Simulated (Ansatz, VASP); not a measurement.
## ZnO in VASP and in Ansatz

Contents of INCAR:

```
  ALGO = Normal
  EDIFF = 1E-7
  ENCUT = 520
  GGA = CA
  ISIF = 2
  ISMEAR = -1
  LASPH = T
  LCHARG = T
  LELF = T
  LREAL = F
  LVHAR = T
  LWAVE = F
  NBANDS = 26
  NELM = 100
  PREC = Accurate
  SIGMA = 0.02
```

File KPOINTS:

```
k-points
0
Gamma
  11 11 6
```

The input POSCAR:

```
ZnO
1.0
    3.2601941478      0.0000000000      0.0000000000
   -1.6300970738      2.8234109532      0.0000000000
    0.0000000000      0.0000000000      5.2210884991
Zn O
2 2
Direct
    0.3333333333      0.6666666667      0.0000000000
    0.6666666667      0.3333333333      0.5000000000
    0.3333333333      0.6666666667      0.3821000000
    0.6666666667      0.3333333333      0.8821000000
```

Input for Ansatz:

```yaml
crystal:
  lattice:
    - [3.2601941478, 0.0, 0.0]
    - [-1.6300970738, 2.8234109532, 0.0]
    - [0.0, 0.0, 5.2210884991]
  atoms:
    - { symbol: Zn, position: [0.3333333333, 0.6666666667, 0.0] }
    - { symbol: Zn, position: [0.6666666667, 0.3333333333, 0.5] }
    - { symbol: O, position: [0.3333333333, 0.6666666667, 0.3821] }
    - { symbol: O, position: [0.6666666667, 0.3333333333, 0.8821] }
kpoints:
  mp_grid: { grid: [11, 11, 6] }
  band_path:
    path:
      - [0.0, 0.0, 0.0]
      - [0.5, 0.0, 0.0]
      - [0.3333333333, 0.3333333333, 0.0]
      - [0.0, 0.0, 0.0]
      - [0.0, 0.0, 0.5]
      - [0.5, 0.0, 0.5]
      - [0.3333333333, 0.3333333333, 0.5]
      - [0.0, 0.0, 0.5]
      - [0.5, 0.0, 0.5]
    npoints: 5
scf:
  occupations: { method: fermi_dirac, width: 0.02 }
hamiltonian:
  xc: lda
  pseudopotentials: { kind: all_electron, lapw: { basis_error: 0.0005 } }
output:
  forces: true
  stress: true
  eigenvalues: true
```

Change from the starting cell: volume scaled by 1.01.

Alike in both runs: task single point; functional LDA; k mesh 11 × 11 × 6; occupations fermi-dirac, width 0.02 eV; no spin polarisation.

|  | VASP | Ansatz |
| --- | --- | --- |
| version | VASP 6.6.1 | Ansatz 0.2.0 |
| potentials or method | VASP PAW LDA potentials, release 64 (Zn, O), cutoff 520 eV | all-electron LAPW, scalar-relativistic |

```tsv
	VASP	Ansatz	Ansatz less VASP
pressure (GPa)	-7.3	-8.3	-0.96
traceless stress, the component that is largest in VASP (GPa)	0.44	0.44	+0.007
rms of the force components (eV/Å)	0.023	0.023	-0.0002
```

LDA's correlation is that of Perdew and Zunger in VASP and of Perdew and Wang (1992) in Ansatz. Atom by atom the forces differ by 0.000 eV/Å (rms over components). Ansatz ran all-electron here, and VASP with PAW potentials.
